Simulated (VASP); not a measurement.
# SiO2 (I-42d) in VASP: single point with r2SCAN

Aim: the single point of SiO2 with r2SCAN.

All numbers are computed with VASP 6.6.1; they aren't measurements. Logs are shortened: lines on timing, memory, paths and dates and some standing lists are left out, and cuts for length are marked.

## 1. The cell of the first run

Symmetry: I-42d, No. 122, tetragonal system. The conventional cell has a = 4.944 Å, b = 4.944 Å, c = 7.316 Å, α = 90.00°, β = 90.00°, γ = 90.00°. Within 2.1 Å of Si (site symmetry -4) lie 4 O at 1.61 Å. Within 2.1 Å of O (site symmetry 2) lie 2 Si at 1.61 Å.

## 2. Single point, r2SCAN

File POSCAR:

```
SiO2
1.0
   -2.4719629805      2.4719629805      3.6578437053
    2.4719629805     -2.4719629805      3.6578437053
    2.4719629805      2.4719629805     -3.6578437053
Si O
2 4
Direct
    0.0000000000      0.0000000000      0.0000000000
    0.7500000000      0.2500000000      0.5000000000
    0.9733622718      0.6250000000      0.8483622718
    0.3750000000      0.2233622718      0.3483622718
    0.7766377282      0.1250000000      0.1516377282
    0.8750000000      0.0266377282      0.6516377282
```

File INCAR.step1:

```
PREC = Accurate
ENCUT = 520
ISMEAR = 0
SIGMA = 0.01
LREAL = F
LASPH = T
NELM = 100
NBANDS = 25
GGA = PE
ALGO = Normal
EDIFF = 1E-4
LWAVE = T
LCHARG = F
```

File INCAR.step2:

```
PREC = Accurate
ENCUT = 520
EDIFF = 1E-6
ISMEAR = 0
SIGMA = 0.01
LREAL = F
LASPH = T
NELM = 100
ALGO = Normal
ISIF = 2
LWAVE = F
LCHARG = F
METAGGA = R2SCAN
LMIXTAU = T
NBANDS = 25
ISTART = 1
```

File KPOINTS:

```
Automatic mesh
0
Gamma
  8 8 8
```

Potentials or basis: VASP PAW PBE potentials, release 64 (Si, O).

On the command line:

```sh
$ cat potpaw_PBE.64/Si/POTCAR potpaw_PBE.64/O/POTCAR > POTCAR
$ cp INCAR.step1 INCAR
$ mpirun -np 1 vasp_std > vasp.out
$ cp INCAR.step2 INCAR
$ mpirun -np 1 vasp_std > vasp.out
```

OUTCAR:

```text
PREC = Accurate
   ENCUT = 520
   EDIFF = 1E-6
   ISMEAR = 0
   LREAL = F
   LASPH = T
   NELM = 100
   ISIF = 2
   METAGGA = R2SCAN
   ISTART = 1

 ion  position               nearest neighbor table
   1  0.000  0.000  0.000-   4 1.61   3 1.61   5 1.61   6 1.61   2 3.07   2 3.07   2 3.07   2 3.07

   2  0.750  0.250  0.500-   3 1.61   4 1.61   5 1.61   6 1.61   1 3.07   1 3.07   1 3.07   1 3.07

   3  0.973  0.625  0.848-   2 1.61   1 1.61
   4  0.375  0.223  0.348-   1 1.61   2 1.61
   5  0.777  0.125  0.152-   1 1.61   2 1.61
   6  0.875  0.027  0.652-   1 1.61   2 1.61

  LATTYP: Found a body centered tetragonal cell.
 ALAT       =     4.9439259610
 C/A-ratio  =     1.4797323965

  Lattice vectors:

 A1 = (  -2.4719629805,   2.4719629805,   3.6578437053)
 A2 = (   2.4719629805,  -2.4719629805,   3.6578437053)
 A3 = (   2.4719629805,   2.4719629805,  -3.6578437053)

Analysis of symmetry for initial positions (statically):
=====================================================================
 Subroutine PRICEL returns:
 Original cell was already a primitive cell.

 Routine SETGRP: Setting up the symmetry group for a
 body centered tetragonal supercell.

 Subroutine GETGRP returns: Found  8 space group operations
 (whereof  4 operations were pure point group operations)
 out of a pool of 16 trial point group operations.

The static configuration has the point symmetry S_4 .
 The point group associated with its full space group is D_2d.

Analysis of symmetry for dynamics (positions and initial velocities):
=====================================================================
 Subroutine PRICEL returns:
 Original cell was already a primitive cell.

 Routine SETGRP: Setting up the symmetry group for a
 body centered tetragonal supercell.

 Subroutine GETGRP returns: Found  8 space group operations
 (whereof  4 operations were pure point group operations)
 out of a pool of 16 trial point group operations.

The dynamic configuration has the point symmetry S_4 .
 The point group associated with its full space group is D_2d.

 Subroutine INISYM returns: Found  8 space group operations
 (whereof  4 operations are pure point group operations),
 and found     1 'primitive' translations

----------------------------------------------------------------------------------------

                                     Primitive cell

[... 99 lines left out ...]
   LREAL  =      F    real-space projection
   EDIFFG = 0.1E-04   stopping-criterion for IOM
   NSW    =      0    number of steps for IOM
   IBRION =     -1    ionic relax: 0-MD 1-quasi-New 2-CG
   NFREE  =      0    steps in history (QN), initial steepest desc. (CG)
   ISIF   =      2    stress and relaxation
   ISYM   =      2    0-nonsym 1-usesym 2-fastsym
   POTIM  = 0.5000    time-step for ionic-motion
   TEBEG  =    0.0;   TEEND  =   0.0 temperature during run
   PSTRESS=    0.0 pullay stress
   NELECT =      32.0000    total number of electrons
   NUPDOWN=      -1.0000    fix difference up-down
   EMIN   =  10.00;   EMAX   =-10.00  energy-range for DOS
   EFERMI =   0.00;   METHOD = LEGACY
   ISMEAR =     0;   SIGMA  =   0.01  broadening in eV -4-tet -1-fermi 0-gaus
   EFERMI_NEDOS =   21; number of points for ismear=-14 and -15
   IALGO  =     38    algorithm
   IMIX   =      4    mixing-type and parameters
     AMIX     =   0.40;   BMIX     =  1.00
     AMIX_MAG =   1.60;   BMIX_MAG =  1.00
  volume/ion in A,a.u.               =      14.90       100.56
  Fermi-wavevector in a.u.,A,eV,Ry     =   1.162345  2.196514 18.382103  1.351046
  Thomas-Fermi vector in A             =   2.298907
   LORBIT       =      0    0 simple, 1 ext, 2 COOP (PROOUT), +10 PAW based schemes
   METAGGA = R2SCAN    functional components
   LHFCALC =     F    Hartree Fock is set to
   AEXX    =    0.0000 exact exchange contribution
   IVDW    =     0    specifies the selected vdW correction
   LEPSILON=     F    determine dielectric tensor
   LRPA    =     F    only Hartree local field effects (RPA)
 non-spin polarized calculation
 Gauss-broadening in eV      SIGMA  =   0.01
  energy-cutoff  :      520.00
  volume of cell :       89.41
 maximum number of plane-waves:      2429
 NGX is ok and might be reduce to    40
   NGX = 19   NGY = 19   NGZ = 19

 number of electron      32.0000005 magnetization

 Free energy of the ion-electron system (eV)
  ---------------------------------------------------
  ext. energy  EPLUGINS =         0.00000000
  ---------------------------------------------------
  free energy    TOTEN  =       -59.58820473 eV

  energy without entropy =      -59.58820473  energy(sigma->0) =      -59.58820473

 E-fermi :  -0.7516     XC(G=0):  -8.6158

 val. band max:       -0.8591920960   @ k =   0.0000   0.0000   0.0000
 cond. band min:       5.6977635173   @ k =   0.0000   0.0000   0.0000
 fundamental gap:      6.5569556133
 Fermi energy:        -0.7515663369

 k-point     1 :       0.0000    0.0000    0.0000
  band No.  band energies     occupation
      1     -21.0592      2.00000
      2     -19.0102      2.00000
      3     -19.0102      2.00000
      4     -18.9536      2.00000
      5     -10.1497      2.00000
      6      -6.4615      2.00000
[... 661 lines left out ...]
     24      13.3296      0.00000
     25      13.7543      0.00000

 [... further k-points ...]

------------------------ aborting loop because EDIFF is reached ----------------------------------------

  FORCE on cell =-STRESS in cart. coord.  units (eV):
  Direction    XX          YY          ZZ          XY          YZ          ZX
  --------------------------------------------------------------------------------------
  -------------------------------------------------------------------------------------
  Total        0.1073254      0.1073254      0.1128206      0.0000000      0.0000000      0.0000000
  in kB        1.9232866      1.9232866      2.0217624      0.0000000      0.0000000      0.0000000
  external PRESSURE =       1.9561118 kB  Pullay stress =       0.0000000 kB

 VOLUME and BASIS-vectors are now :
 -----------------------------------------------------------------------------
  energy-cutoff  :      520.00
  volume of cell :       89.41
      direct lattice vectors                 reciprocal lattice vectors
    -2.471962980  2.471962980  3.657843705     0.000000000  0.202268401  0.136692554
     2.471962980 -2.471962980  3.657843705     0.202268401  0.000000000  0.136692554
     2.471962980  2.471962980 -3.657843705     0.202268401  0.202268401  0.000000000

 POSITION                                       TOTAL-FORCE (eV/Angst)
 -----------------------------------------------------------------------------------
      0.00000      0.00000      0.00000         0.000000     -0.000000     -0.000000
      0.00000      2.47196      1.82892         0.000000     -0.000000     -0.000000
      1.23598      2.95826      2.74338         0.000000      0.002401      0.000000
      0.48630      1.23598      0.91446         0.002401     -0.000000      0.000000
     -1.23598      1.98567      2.74338         0.000000     -0.002401     -0.000000
     -0.48630      3.70794      0.91446        -0.002401     -0.000000     -0.000000
 -----------------------------------------------------------------------------------
    total drift:                                0.000011      0.000011     -0.000001

  FREE ENERGIE OF THE ION-ELECTRON SYSTEM (eV)
  ---------------------------------------------------
  free  energy   TOTEN  =       -59.5882047308 eV

  energy  without entropy=      -59.5882047308  energy(sigma->0) =      -59.58820473
```

OSZICAR.step1:

```text
N       E                     dE             d eps       ncg     rms          rms(c)
DAV:   1     0.179096667655E+03    0.17910E+03   -0.16228E+04  2958   0.114E+03
DAV:   2    -0.414541672805E+02   -0.22055E+03   -0.21132E+03  4031   0.274E+02
DAV:   3    -0.538414304114E+02   -0.12387E+02   -0.12328E+02  3907   0.662E+01
DAV:   4    -0.539639166093E+02   -0.12249E+00   -0.12242E+00  3659   0.756E+00
DAV:   5    -0.539654272709E+02   -0.15107E-02   -0.15104E-02  3919   0.832E-01    0.209E+01
DAV:   6    -0.474440901312E+02    0.65213E+01   -0.20311E+01  3551   0.286E+01    0.103E+01
DAV:   7    -0.474523634603E+02   -0.82733E-02   -0.76827E-01  3915   0.465E+00    0.360E+00
DAV:   8    -0.474430296737E+02    0.93338E-02   -0.39641E-02  3757   0.163E+00    0.140E+00
DAV:   9    -0.474478597029E+02   -0.48300E-02   -0.23172E-02  3727   0.109E+00    0.277E-01
DAV:  10    -0.474492573672E+02   -0.13977E-02   -0.16916E-03  3159   0.254E-01    0.755E-02
DAV:  11    -0.474492697107E+02   -0.12344E-04   -0.38559E-04  3737   0.141E-01
   1 F= -.47449270E+02 E0= -.47449270E+02  d E =-.856949E-13
```

Run time: 6.2 min. Hardware: 1 thread of Intel Xeon Platinum 8375C at 2.90GHz (Ice Lake), shared host; peak memory 0.3 GiB.

Results:

```
Free energy            : -59.5882 eV
Pressure               : 0.2 GPa
Band gap on the k mesh : 6.56 eV, direct
```

Forces in eV/Å, atoms in the order of the input:
```
Si   0.000  0.000  0.000
Si   0.000  0.000  0.000
O    0.000  0.002  0.000
O    0.002  0.000  0.000
O    0.000 -0.002  0.000
O   -0.002  0.000  0.000
```

Caveat: the PAW data sets were made with another functional, which shifts forces and pressure a little. A k mesh can miss the band edges.
